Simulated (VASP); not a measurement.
# CoSi2 (P6/mmm) in VASP: single point with PBE

Aim: the single point of CoSi2 with PBE.

Everything below comes from runs of VASP 6.6.1. Logs are shortened: lines on timing, memory, paths and dates and some standing lists are left out, and cuts for length are marked.

## 1. The cell of the first run

Symmetry: P6/mmm, No. 191, hexagonal system. The conventional cell has a = 3.999 Å, b = 3.999 Å, c = 9.432 Å, α = 90.00°, β = 90.00°, γ = 120.00°. Within 3.1 Å of Co (site symmetry -6m2) lie 3 Co at 2.31 Å and 3 Si at 2.31 Å. Within 3.1 Å of Si (site symmetry 6mm) lie 2 Si at 2.35 to 2.36 Å. Si (site symmetry 6/mmm) has 2 Si at 2.35 Å within 3.1 Å. Within 3.1 Å of Si (site symmetry 6/mmm) lie 6 Co at 2.31 Å and 2 Si at 2.36 Å.

## 2. Single point, PBE, collinear spin, ferromagnetic start

Contents of INCAR:

```
ALGO = Normal ; EDIFF = 1E-6
ENCUT = 520 ; GGA = PE
ISIF = 2 ; ISMEAR = 0
ISPIN = 2 ; LASPH = True
LCHARG = False ; LMAXMIX = 4
LORBIT = 11 ; LREAL = False
LWAVE = False ; MAGMOM = 1.45 1.45 0 0 0 0
NBANDS = 30 ; NELM = 150
PREC = Accurate ; SIGMA = 0.1
```

Contents of KPOINTS:

```
k-points
0
Gamma
  12 12 4
```

Contents of POSCAR:

```
CoSi2
1.0
    3.9994831127      0.0000000000      0.0000000000
   -1.9997415564      3.4636539776      0.0000000000
    0.0000000000      0.0000000000      9.4317782244
Co Si
2 4
Direct
    0.3333333333      0.6666666667      0.0000000000
    0.6666666667      0.3333333333      0.0000000000
    0.0000000000      0.0000000000      0.7492721868
    0.0000000000      0.0000000000      0.2507278132
    0.0000000000      0.0000000000      0.5000000000
    0.0000000000      0.0000000000      0.0000000000
```

Potentials or basis: VASP PAW PBE potentials, release 64 (Co, Si).

Run with:

```
$ cat potpaw_PBE.64/Co/POTCAR potpaw_PBE.64/Si/POTCAR > POTCAR
$ mpirun -np 1 vasp_std > vasp.out
```

OUTCAR:

```text
EDIFF = 1E-6
   ENCUT = 520
   GGA = PE
   ISIF = 2
   ISMEAR = 0
   ISPIN = 2
   LASPH = True
   LORBIT = 11
   LREAL = False
   NELM = 150
   PREC = Accurate

 ion  position               nearest neighbor table
   1  0.333  0.667  0.000-   2 2.31   2 2.31   6 2.31   6 2.31   6 2.31   2 2.31
   2  0.667  0.333  0.000-   1 2.31   1 2.31   6 2.31   6 2.31   6 2.31   1 2.31
   3  0.000  0.000  0.749-   5 2.35   6 2.36
   4  0.000  0.000  0.251-   5 2.35   6 2.36
   5  0.000  0.000  0.500-   3 2.35   4 2.35
   6  0.000  0.000  0.000-   1 2.31   2 2.31   2 2.31   1 2.31   2 2.31   1 2.31   3 2.36   4 2.36

  LATTYP: Found a hexagonal cell.
 ALAT       =     3.9994831127
 C/A-ratio  =     2.3582492934

  Lattice vectors:

 A1 = (   3.9994831127,   0.0000000000,   0.0000000000)
 A2 = (  -1.9997415564,   3.4636539776,   0.0000000000)
 A3 = (   0.0000000000,   0.0000000000,   9.4317782244)

Analysis of symmetry for initial positions (statically):
=====================================================================
 Subroutine PRICEL returns:
 Original cell was already a primitive cell.

 Routine SETGRP: Setting up the symmetry group for a
 hexagonal supercell.

 Subroutine GETGRP returns: Found 24 space group operations
 (whereof 24 operations were pure point group operations)
 out of a pool of 24 trial point group operations.

The static configuration has the point symmetry D_6h.

Analysis of symmetry for dynamics (positions and initial velocities):
=====================================================================
 Subroutine PRICEL returns:
 Original cell was already a primitive cell.

 Routine SETGRP: Setting up the symmetry group for a
 hexagonal supercell.

 Subroutine GETGRP returns: Found 24 space group operations
 (whereof 24 operations were pure point group operations)
 out of a pool of 24 trial point group operations.

The dynamic configuration has the point symmetry D_6h.

Analysis of structural, dynamic, and magnetic symmetry:
=====================================================================
 Subroutine PRICEL returns:
 Original cell was already a primitive cell.

 Routine SETGRP: Setting up the symmetry group for a
 hexagonal supercell.

 Subroutine GETGRP returns: Found 24 space group operations
 (whereof 24 operations were pure point group operations)
 out of a pool of 24 trial point group operations.

The overall configuration has the point symmetry D_6h.

 Subroutine INISYM returns: Found 24 space group operations
 (whereof 24 operations are pure point group operations),
 and found     1 'primitive' translations

----------------------------------------------------------------------------------------

                                     Primitive cell

  volume of cell :     130.6568

  direct lattice vectors                    reciprocal lattice vectors
     3.999483113  0.000000000  0.000000000     0.250032310  0.144356221  0.000000000
    -1.999741556  3.463653978  0.000000000     0.000000000  0.288712443  0.000000000
     0.000000000  0.000000000  9.431778224     0.000000000  0.000000000  0.106024546

  length of vectors
     3.999483113  3.999483113  9.431778224     0.288712443  0.288712443  0.106024546

  position of ions in fractional coordinates (direct lattice)
     0.333333333  0.666666667  0.000000000
     0.666666667  0.333333333  0.000000000
     0.000000000  0.000000000  0.749272187
     0.000000000  0.000000000  0.250727813
     0.000000000  0.000000000  0.500000000
     0.000000000  0.000000000  0.000000000

  ion indices of the primitive-cell ions
   primitive index   ion index
                 1           1
                 2           2
                 3           3
                 4           4
                 5           5
                 6           6

----------------------------------------------------------------------------------------

 KPOINTS: k-points

Automatic generation of k-mesh.
 Grid dimensions read from file:
 generate k-points for:   12   12    4

 Generating k-lattice:

[... 23 lines left out ...]
  0.416667  0.000000  0.000000      6.000000
[... 16 lines left out ...]
  0.250000  0.000000  0.250000     12.000000
  0.333333  0.000000  0.250000     12.000000
 [... further k-points ...]
   k-points           NKPTS =     57   k-points in BZ     NKDIM =     57   number of bands    NBANDS=     30
   number of dos      NEDOS =    301   number of ions     NIONS =      6
   total plane-waves  NPLWV =  63000
   dimension x,y,z NGX =    30 NGY =   30 NGZ =   70
   dimension x,y,z NGXF=    60 NGYF=   60 NGZF=  140
   ions per type =               2   4
   NGX,Y,Z   is equivalent  to a cutoff of  12.47, 12.47, 12.34 a.u.
   NGXF,Y,Z  is equivalent  to a cutoff of  24.94, 24.94, 24.68 a.u.
 SYSTEM =  unknown system
   PREC   = accura    normal or accurate (medium, high low for compatibility)
   ISTART =      0    job   : 0-new  1-cont  2-samecut
   ICHARG =      2    charge: 1-file 2-atom 10-const
   ISPIN  =      2    spin polarized calculation?
   LNONCOLLINEAR =      F non collinear calculations
   LSORBIT =      F    spin-orbit coupling
   LASPH  =      T    aspherical Exc in radial PAW
   ENCUT  =  520.0 eV  38.22 Ry    6.18 a.u.   7.44  7.44 17.54*2*pi/ulx,y,z
   NELM   =    150;   NELMIN=  2; NELMDL= -5     # of ELM steps
   EDIFF  = 0.1E-05   stopping-criterion for ELM
   LREAL  =      F    real-space projection
   EDIFFG = 0.1E-04   stopping-criterion for IOM
   NSW    =      0    number of steps for IOM
   IBRION =     -1    ionic relax: 0-MD 1-quasi-New 2-CG
   NFREE  =      0    steps in history (QN), initial steepest desc. (CG)
   ISIF   =      2    stress and relaxation
   ISYM   =      2    0-nonsym 1-usesym 2-fastsym
   POTIM  = 0.5000    time-step for ionic-motion
   TEBEG  =    0.0;   TEEND  =   0.0 temperature during run
   PSTRESS=    0.0 pullay stress
   NELECT =      34.0000    total number of electrons
   NUPDOWN=      -1.0000    fix difference up-down
   EMIN   =  10.00;   EMAX   =-10.00  energy-range for DOS
   EFERMI =   0.00;   METHOD = LEGACY
   ISMEAR =     0;   SIGMA  =   0.10  broadening in eV -4-tet -1-fermi 0-gaus
   EFERMI_NEDOS =   21; number of points for ismear=-14 and -15
   IALGO  =     38    algorithm
   IMIX   =      4    mixing-type and parameters
     AMIX     =   0.40;   BMIX     =  1.00
     AMIX_MAG =   1.60;   BMIX_MAG =  1.00
  volume/ion in A,a.u.               =      21.78       146.95
  Fermi-wavevector in a.u.,A,eV,Ry     =   1.045179  1.975101 14.862980  1.092398
  Thomas-Fermi vector in A             =   2.179963
   LORBIT       =     11    0 simple, 1 ext, 2 COOP (PROOUT), +10 PAW based schemes
   GGA     = PE    functional components
   LHFCALC =     F    Hartree Fock is set to
   AEXX    =    0.0000 exact exchange contribution
   IVDW    =     0    specifies the selected vdW correction
   LEPSILON=     F    determine dielectric tensor
   LRPA    =     F    only Hartree local field effects (RPA)
 spin polarized calculation
 Gauss-broadening in eV      SIGMA  =   0.10
  energy-cutoff  :      520.00
  volume of cell :      130.66
 maximum number of plane-waves:      3563
 NGX is ok and might be reduce to    30
   NGX = 15   NGY = 15   NGZ = 35

 number of electron      34.0000003 magnetization       2.6446546

 Free energy of the ion-electron system (eV)
  ---------------------------------------------------
  ext. energy  EPLUGINS =         0.00000000
  ---------------------------------------------------
  free energy    TOTEN  =       -29.63383676 eV

  energy without entropy =      -29.60521581  energy(sigma->0) =      -29.61952628

 E-fermi :   4.4201     XC(G=0):  -9.1971

 val. band max:        4.4175947159   @ k =   0.2500   0.0000   0.0000
 cond. band min:       4.4207377866   @ k =   0.3333   0.1667   0.0000
 fundamental gap:      0.0031430707
 Fermi energy:         4.4200547505

 spin component 1

 k-point     1 :       0.0000    0.0000    0.0000
  band No.  band energies     occupation
      1      -6.7754      1.00000
      2      -4.6099      1.00000
      3      -4.2109      1.00000
      4      -0.2535      1.00000
      5      -0.1357      1.00000
      6      -0.1357      1.00000
[... 757 lines left out ...]
     28      10.5959      0.00000
     29      11.1471      0.00000

 [... further k-points ...]

 spin component 2

 k-point     1 :       0.0000    0.0000    0.0000
  band No.  band energies     occupation
      1      -6.7692      1.00000
      2      -4.6174      1.00000
      3      -4.2153      1.00000
      4      -0.1072      1.00000
      5      -0.0027      1.00000
      6       0.4710      1.00000
[... 757 lines left out ...]
     28      10.6753      0.00000
     29      11.2650      0.00000

 [... further k-points ...]

 [bands above 29 left out]

------------------------ aborting loop because EDIFF is reached ----------------------------------------

  FORCE on cell =-STRESS in cart. coord.  units (eV):
  Direction    XX          YY          ZZ          XY          YZ          ZX
  --------------------------------------------------------------------------------------
  -------------------------------------------------------------------------------------
  Total       -0.0067705     -0.0067705     -0.0112053      0.0000000      0.0000000      0.0000000
  in kB       -0.0830234     -0.0830234     -0.1374055      0.0000000      0.0000000      0.0000000
  external PRESSURE =      -0.1011507 kB  Pullay stress =       0.0000000 kB

 VOLUME and BASIS-vectors are now :
 -----------------------------------------------------------------------------
  energy-cutoff  :      520.00
  volume of cell :      130.66
      direct lattice vectors                 reciprocal lattice vectors
     3.999483113  0.000000000  0.000000000     0.250032310  0.144356221  0.000000000
    -1.999741556  3.463653978  0.000000000     0.000000000  0.288712443  0.000000000
     0.000000000  0.000000000  9.431778224     0.000000000  0.000000000  0.106024546

 POSITION                                       TOTAL-FORCE (eV/Angst)
 -----------------------------------------------------------------------------------
     -0.00000      2.30910      0.00000         0.000000     -0.000000      0.000000
      1.99974      1.15455      0.00000        -0.000000      0.000000      0.000000
      0.00000      0.00000      7.06697        -0.000000     -0.000000      0.021195
      0.00000      0.00000      2.36481         0.000000     -0.000000     -0.021195
      0.00000      0.00000      4.71589        -0.000000     -0.000000      0.000000
      0.00000      0.00000      0.00000        -0.000000     -0.000000      0.000000
 -----------------------------------------------------------------------------------
    total drift:                               -0.000000      0.000000      0.000000

  FREE ENERGIE OF THE ION-ELECTRON SYSTEM (eV)
  ---------------------------------------------------
  free  energy   TOTEN  =       -29.6338367566 eV

  energy  without entropy=      -29.6052158117  energy(sigma->0) =      -29.61952628

 total charge

# of ion       s       p       d       tot
------------------------------------------
    1        0.477   0.492   7.386   8.355
    2        0.477   0.492   7.386   8.355
    3        0.897   0.644   0.000   1.541
    4        0.897   0.644   0.000   1.541
    5        0.876   0.683   0.000   1.558
    6        0.766   0.968   0.000   1.734
--------------------------------------------------
tot          4.390   3.922  14.771  23.084

 magnetization (x)

# of ion       s       p       d       tot
------------------------------------------
    1        0.006  -0.007   1.377   1.376
    2        0.006  -0.007   1.377   1.376
    3       -0.004   0.006   0.000   0.002
    4       -0.004   0.006   0.000   0.002
    5       -0.007  -0.011   0.000  -0.018
    6       -0.005  -0.020   0.000  -0.025
--------------------------------------------------
tot         -0.007  -0.033   2.754   2.714
```

It took 7.2 min on 1 thread of Intel Xeon Platinum 8259CL at 2.50GHz (Skylake/Cascade Lake), shared host; peak memory 0.49 GiB.

What came out:

| Property | Result |
| --- | --- |
| Free energy | -29.6338 eV |
| Pressure | 0.0 GPa |
| Largest force | 0.021 eV/Å |
| Net moment | 2.64 μB per cell |
| Site moments | Co +1.38; Si +0.00, -0.02, -0.03 μB |
| Valence electrons inside the program's atomic spheres | Co 8.36; Si 1.54, 1.56, 1.73 |

Forces on the atoms (eV/Å):
```
Co   0.000  0.000  0.000
Co   0.000  0.000  0.000
Si   0.000  0.000  0.021
Si   0.000  0.000 -0.021
Si   0.000  0.000  0.000
Si   0.000  0.000  0.000
```
